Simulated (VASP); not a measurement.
# Mo (Fd-3m) in VASP: further runs

The runs below take Mo through single point, with PBEsol.

Everything below comes from runs of VASP 6.6.1. Logs are shortened: lines on timing, memory, paths and dates and some standing lists are left out, and cuts for length are marked.

### Step 1. The cell of the first run

It takes space group Fd-3m (No. 227, cubic). The conventional cell has a = 5.613 Å, b = 5.613 Å, c = 5.613 Å, α = 90.00°, β = 90.00°, γ = 90.00°. Mo (site symmetry -43m) has 4 Mo at 2.43 Å within 3.2 Å.

### Step 2. Single point, PBEsol

Input file INCAR:

```
  PREC = Accurate
  ENCUT = 520
  EDIFF = 1E-6
  ISMEAR = -1
  SIGMA = 0.1
  LREAL = False
  LASPH = True
  NELM = 60
  ALGO = Normal
  ISIF = 2
  LWAVE = False
  LCHARG = False
  GGA = PS
  NBANDS = 21
```

Input file KPOINTS:

```
Automatic mesh
0
Gamma
  10 10 10
```

Input file POSCAR:

```
Mo
1.0
    0.0000000000      2.8063407039      2.8063407039
    2.8063407039      0.0000000000      2.8063407039
    2.8063407039      2.8063407039      0.0000000000
Mo
2
Direct
    0.1250000000      0.1250000000      0.1250000000
    0.8750000000      0.8750000000      0.8750000000
```

Potentials or basis: VASP PAW PBE potentials, release 64 (Mo_sv).

Run with:

```console
$ cat potpaw_PBE.64/Mo_sv/POTCAR > POTCAR
$ mpirun -np 1 vasp_std > vasp.out
```

OUTCAR:

```text
PREC = Accurate
   ENCUT = 520
   EDIFF = 1E-6
   ISMEAR = -1
   LREAL = False
   LASPH = True
   NELM = 60
   ISIF = 2
   GGA = PS

 ion  position               nearest neighbor table
   1  0.125  0.125  0.125-   2 2.43   2 2.43   2 2.43   2 2.43
   2  0.875  0.875  0.875-   1 2.43   1 2.43   1 2.43   1 2.43

  LATTYP: Found a face centered cubic cell.
 ALAT       =     5.6126814078

  Lattice vectors:

 A1 = (   0.0000000000,   2.8063407039,   2.8063407039)
 A2 = (   2.8063407039,   0.0000000000,   2.8063407039)
 A3 = (   2.8063407039,   2.8063407039,   0.0000000000)

Analysis of symmetry for initial positions (statically):
=====================================================================
 Subroutine PRICEL returns:
 Original cell was already a primitive cell.

 Routine SETGRP: Setting up the symmetry group for a
 face centered cubic supercell.

 Subroutine GETGRP returns: Found 48 space group operations
 (whereof 12 operations were pure point group operations)
 out of a pool of 48 trial point group operations.

The static configuration has the point symmetry D_3d.
 The point group associated with its full space group is O_h .

Analysis of symmetry for dynamics (positions and initial velocities):
=====================================================================
 Subroutine PRICEL returns:
 Original cell was already a primitive cell.

 Routine SETGRP: Setting up the symmetry group for a
 face centered cubic supercell.

 Subroutine GETGRP returns: Found 48 space group operations
 (whereof 12 operations were pure point group operations)
 out of a pool of 48 trial point group operations.

The dynamic configuration has the point symmetry D_3d.
 The point group associated with its full space group is O_h .

 Subroutine INISYM returns: Found 48 space group operations
 (whereof 12 operations are pure point group operations),
 and found     1 'primitive' translations

----------------------------------------------------------------------------------------

                                     Primitive cell

  volume of cell :      44.2029

  direct lattice vectors                    reciprocal lattice vectors
     0.000000000  2.806340704  2.806340704    -0.178167961  0.178167961  0.178167961
     2.806340704  0.000000000  2.806340704     0.178167961 -0.178167961  0.178167961
     2.806340704  2.806340704  0.000000000     0.178167961  0.178167961 -0.178167961

  length of vectors
     3.968765084  3.968765084  3.968765084     0.308595960  0.308595960  0.308595960

  position of ions in fractional coordinates (direct lattice)
     0.125000000  0.125000000  0.125000000
     0.875000000  0.875000000  0.875000000

  ion indices of the primitive-cell ions
   primitive index   ion index
                 1           1
                 2           2

----------------------------------------------------------------------------------------

 KPOINTS: Automatic mesh

Automatic generation of k-mesh.
 Grid dimensions read from file:
 generate k-points for:   10   10   10

 Generating k-lattice:

  Cartesian coordinates                     Fractional coordinates (reciprocal lattice)
    -0.017816796  0.017816796  0.017816796     0.100000000  0.000000000  0.000000000
     0.017816796 -0.017816796  0.017816796     0.000000000  0.100000000  0.000000000
     0.017816796  0.017816796 -0.017816796     0.000000000  0.000000000  0.100000000

  Length of vectors
     0.030859596  0.030859596  0.030859596

  Shift w.r.t. Gamma in fractional coordinates (k-lattice)
     0.000000000  0.000000000  0.000000000

 Subroutine IBZKPT returns following result:
 ===========================================

 Found     47 irreducible k-points:

 Following reciprocal coordinates:
            Coordinates               Weight
  0.000000  0.000000  0.000000      1.000000
  0.100000  0.000000  0.000000      8.000000
  0.200000  0.000000  0.000000      8.000000
  0.300000  0.000000  0.000000      8.000000
  0.400000  0.000000  0.000000      8.000000
  0.500000  0.000000  0.000000      4.000000
[... 16 lines left out ...]
  0.300000  0.300000  0.000000      6.000000
  0.400000  0.300000  0.000000     24.000000
 [... further k-points ...]
   k-points           NKPTS =     47   k-points in BZ     NKDIM =     47   number of bands    NBANDS=     21
   number of dos      NEDOS =    301   number of ions     NIONS =      2
   total plane-waves  NPLWV =  27000
   dimension x,y,z NGX =    30 NGY =   30 NGZ =   30
   dimension x,y,z NGXF=    60 NGYF=   60 NGZF=   60
   ions per type =               2
   NGX,Y,Z   is equivalent  to a cutoff of  12.57, 12.57, 12.57 a.u.
   NGXF,Y,Z  is equivalent  to a cutoff of  25.13, 25.13, 25.13 a.u.
 SYSTEM =  unknown system
   PREC   = accura    normal or accurate (medium, high low for compatibility)
   ISTART =      0    job   : 0-new  1-cont  2-samecut
   ICHARG =      2    charge: 1-file 2-atom 10-const
   ISPIN  =      1    spin polarized calculation?
   LNONCOLLINEAR =      F non collinear calculations
   LSORBIT =      F    spin-orbit coupling
   LASPH  =      T    aspherical Exc in radial PAW
   ENCUT  =  520.0 eV  38.22 Ry    6.18 a.u.   7.38  7.38  7.38*2*pi/ulx,y,z
   NELM   =     60;   NELMIN=  2; NELMDL= -5     # of ELM steps
   EDIFF  = 0.1E-05   stopping-criterion for ELM
   LREAL  =      F    real-space projection
   EDIFFG = 0.1E-04   stopping-criterion for IOM
   NSW    =      0    number of steps for IOM
   IBRION =     -1    ionic relax: 0-MD 1-quasi-New 2-CG
   NFREE  =      0    steps in history (QN), initial steepest desc. (CG)
   ISIF   =      2    stress and relaxation
   ISYM   =      2    0-nonsym 1-usesym 2-fastsym
   POTIM  = 0.5000    time-step for ionic-motion
   TEBEG  =    0.0;   TEEND  =   0.0 temperature during run
   PSTRESS=    0.0 pullay stress
   NELECT =      28.0000    total number of electrons
   NUPDOWN=      -1.0000    fix difference up-down
   EMIN   =  10.00;   EMAX   =-10.00  energy-range for DOS
   EFERMI =   0.00;   METHOD = LEGACY
   ISMEAR =    -1;   SIGMA  =   0.10  broadening in eV -4-tet -1-fermi 0-gaus
   EFERMI_NEDOS =   21; number of points for ismear=-14 and -15
   IALGO  =     38    algorithm
   IMIX   =      4    mixing-type and parameters
     AMIX     =   0.40;   BMIX     =  1.00
     AMIX_MAG =   1.60;   BMIX_MAG =  1.00
  volume/ion in A,a.u.               =      22.10       149.15
  Fermi-wavevector in a.u.,A,eV,Ry     =   1.405973  2.656905 26.895470  1.976761
  Thomas-Fermi vector in A             =   2.528381
   LORBIT       =      0    0 simple, 1 ext, 2 COOP (PROOUT), +10 PAW based schemes
   GGA     = PS    functional components
   LHFCALC =     F    Hartree Fock is set to
   AEXX    =    0.0000 exact exchange contribution
   IVDW    =     0    specifies the selected vdW correction
   LEPSILON=     F    determine dielectric tensor
   LRPA    =     F    only Hartree local field effects (RPA)
 non-spin polarized calculation
  energy-cutoff  :      520.00
  volume of cell :       44.20
 maximum number of plane-waves:      1243
 NGX is ok and might be reduce to    30
   NGX = 15   NGY = 15   NGZ = 15

 number of electron      27.9999999 magnetization

 Free energy of the ion-electron system (eV)
  ---------------------------------------------------
  ext. energy  EPLUGINS =         0.00000000
  ---------------------------------------------------
  free energy    TOTEN  =       -18.83293832 eV

  energy without entropy =      -18.74633964  energy(sigma->0) =      -18.78963898

 E-fermi :   7.1740     XC(G=0): -11.2156

 val. band max:        7.1717916311   @ k =   0.5000   0.4000   0.0000
 cond. band min:       7.2030987753   @ k =  -0.4000   0.5000   0.1000
 fundamental gap:      0.0313071443
 Fermi energy:         7.1739774886

 k-point     1 :       0.0000    0.0000    0.0000
  band No.  band energies     occupation
      1     -53.2263      2.00000
      2     -52.4441      2.00000
      3     -27.6750      2.00000
      4     -27.6750      2.00000
      5     -27.6750      2.00000
      6     -26.4487      2.00000
[... 13 lines left out ...]
     20      18.6306      0.00000
     21      19.4286      0.00000

 k-point     2 :       0.1000    0.0000    0.0000
  band No.  band energies     occupation
      1     -53.2125      2.00000
      2     -52.4589      2.00000
      3     -27.6904      2.00000
      4     -27.6904      2.00000
      5     -27.6742      2.00000
      6     -26.4490      2.00000
[... 13 lines left out ...]
     20      17.8627      0.00000
     21      19.5078      0.00000

 k-point     3 :       0.2000    0.0000    0.0000
  band No.  band energies     occupation
      1     -53.1736      2.00000
      2     -52.5005      2.00000
      3     -27.7290      2.00000
      4     -27.7290      2.00000
      5     -27.6730      2.00000
      6     -26.4490      2.00000
[... 13 lines left out ...]
     20      17.0222      0.00000
     21      17.8942      0.00000

 k-point     4 :       0.3000    0.0000    0.0000
  band No.  band energies     occupation
      1     -53.1176      2.00000
      2     -52.5599      2.00000
      3     -27.7735      2.00000
      4     -27.7735      2.00000
      5     -27.6731      2.00000
      6     -26.4470      2.00000
[... 13 lines left out ...]
     20      14.9570      0.00000
     21      17.2179      0.00000

 k-point     5 :       0.4000    0.0000    0.0000
  band No.  band energies     occupation
      1     -53.0617      2.00000
      2     -52.6186      2.00000
      3     -27.8073      2.00000
      4     -27.8073      2.00000
      5     -27.6744      2.00000
      6     -26.4438      2.00000
[... 13 lines left out ...]
     20      12.9425      0.00000
     21      17.1002      0.00000

 k-point     6 :       0.5000    0.0000    0.0000
  band No.  band energies     occupation
      1     -53.0359      2.00000
      2     -52.6454      2.00000
      3     -27.8198      2.00000
      4     -27.8198      2.00000
      5     -27.6752      2.00000
      6     -26.4423      2.00000
[... 13 lines left out ...]
     20      12.0313      0.00000
     21      17.0787      0.00000

 k-point     7 :       0.1000    0.1000    0.0000
  band No.  band energies     occupation
      1     -53.2078      2.00000
      2     -52.4640      2.00000
      3     -27.7089      2.00000
      4     -27.7089      2.00000
      5     -27.6449      2.00000
      6     -26.4803      2.00000
[... 13 lines left out ...]
     20      17.7343      0.00000
     21      19.3293      0.00000
[... 291 lines left out ...]
      1     -52.9921      2.00000
      2     -52.6907      2.00000
      3     -27.9547      2.00000
      4     -27.8570      2.00000
      5     -27.4494      2.00000
      6     -26.6633      2.00000
[... 13 lines left out ...]
     20      12.1731      0.00000
     21      15.2865      0.00000

 k-point    21 :      -0.3000    0.2000    0.0000
  band No.  band energies     occupation
      1     -53.0360      2.00000
      2     -52.6453      2.00000
      3     -27.9351      2.00000
      4     -27.8201      2.00000
      5     -27.4954      2.00000
      6     -26.6176      2.00000
[... 13 lines left out ...]
     20      13.6252      0.00000
     21      15.3361      0.00000

 k-point    22 :      -0.2000    0.2000    0.0000
  band No.  band energies     occupation
      1     -53.0951      2.00000
      2     -52.5836      2.00000
      3     -27.8807      2.00000
      4     -27.7752      2.00000
      5     -27.5618      2.00000
      6     -26.5547      2.00000
[... 13 lines left out ...]
     20      15.6446      0.00000
     21      15.8718      0.00000

 k-point    23 :       0.3000    0.3000    0.0000
  band No.  band energies     occupation
      1     -53.0697      2.00000
      2     -52.6102      2.00000
      3     -27.8783      2.00000
      4     -27.8783      2.00000
      5     -27.4237      2.00000
      6     -26.7098      2.00000
[... 13 lines left out ...]
     20      15.6786      0.00000
     21      15.6788      0.00000

 k-point    24 :       0.4000    0.3000    0.0000
  band No.  band energies     occupation
      1     -53.0143      2.00000
      2     -52.6678      2.00000
      3     -27.9222      2.00000
      4     -27.9099      2.00000
      5     -27.3492      2.00000
      6     -26.7824      2.00000
[... 13 lines left out ...]
     20      14.1707      0.00000
     21      14.8304      0.00000

 [... further k-points ...]
[... 5 lines left out ...]
  --------------------------------------------------------------------------------------
  -------------------------------------------------------------------------------------
  Total        0.1310524      0.1310524      0.1310524      0.0000000      0.0000000     -0.0000000
  in kB        4.7501164      4.7501164      4.7501164      0.0000000      0.0000000     -0.0000000
  external PRESSURE =       4.7501164 kB  Pullay stress =       0.0000000 kB

 VOLUME and BASIS-vectors are now :
 -----------------------------------------------------------------------------
  energy-cutoff  :      520.00
  volume of cell :       44.20
      direct lattice vectors                 reciprocal lattice vectors
     0.000000000  2.806340704  2.806340704    -0.178167961  0.178167961  0.178167961
     2.806340704  0.000000000  2.806340704     0.178167961 -0.178167961  0.178167961
     2.806340704  2.806340704  0.000000000     0.178167961  0.178167961 -0.178167961

 POSITION                                       TOTAL-FORCE (eV/Angst)
 -----------------------------------------------------------------------------------
      0.70159      0.70159      0.70159         0.000000      0.000000      0.000000
      4.91110      4.91110      4.91110        -0.000000     -0.000000     -0.000000
 -----------------------------------------------------------------------------------
    total drift:                               -0.000000      0.000000      0.000000

  FREE ENERGIE OF THE ION-ELECTRON SYSTEM (eV)
  ---------------------------------------------------
  free  energy   TOTEN  =       -18.8329383154 eV

  energy  without entropy=      -18.7463396397  energy(sigma->0) =      -18.78963898
```

Run time: 34 s. Hardware: 1 thread of Intel Xeon Platinum 8375C at 2.90GHz (Ice Lake), shared host; peak memory 0.18 GiB.

Results:

* Free energy: -18.8329 eV
* Pressure: 0.5 GPa
* Band gap on the k mesh: zero (band 14 reaches 7.43 eV, above the bottom of band 15 at 6.95 eV)

Caveat: the PAW data sets were made with another functional, which shifts forces and pressure a little.

### Step 3. Single point, PBEsol (volume scaled by 0.88)

Input file INCAR:

```
PREC = Accurate ; ENCUT = 520
EDIFF = 1E-7 ; ISMEAR = -1
SIGMA = 0.1 ; LREAL = False
LASPH = True ; NELM = 100
ALGO = Normal ; ISIF = 2
LWAVE = False ; LCHARG = True
GGA = PS ; LELF = True
LVHAR = True ; NBANDS = 21
```

Input file KPOINTS:

```
regular mesh
0
Gamma
  11 11 11
```

Input file POSCAR:

```
Mo
1.0
    0.0000000000      2.6892713148      2.6892713148
    2.6892713148      0.0000000000      2.6892713148
    2.6892713148      2.6892713148      0.0000000000
Mo
2
Direct
    0.1250000000      0.1250000000      0.1250000000
    0.8750000000      0.8750000000      0.8750000000
```

Potentials or basis: VASP PAW PBE potentials, release 64 (Mo_sv).

Run with:

```console
$ cat potpaw_PBE.64/Mo_sv/POTCAR > POTCAR
$ mpirun -np 1 vasp_std > vasp.out
```

It took 32 s on 1 thread of Intel Xeon Platinum 8375C at 2.90GHz (Ice Lake), shared host; peak memory 0.17 GiB.

It converged, with:

* Free energy: -18.5163 eV
* Pressure: 20.5 GPa
* Band gap on the k mesh: zero (band 14 reaches 9.13 eV, above the bottom of band 15 at 8.58 eV)

Levels at points of the mesh, in eV from the Fermi level:
```tsv
k point	band 10	band 11	band 12	band 13	band 14	band 15	band 16	band 17	band 18	band 19
(0.00, 0.00, 0.00)	-2.98	-2.98	-1.60	-1.60	-1.60	1.51	1.51	1.51	5.27	5.27
```

Caveat: the PAW data sets were made with another functional, which shifts forces and pressure a little.

[end of part 1 of 2]
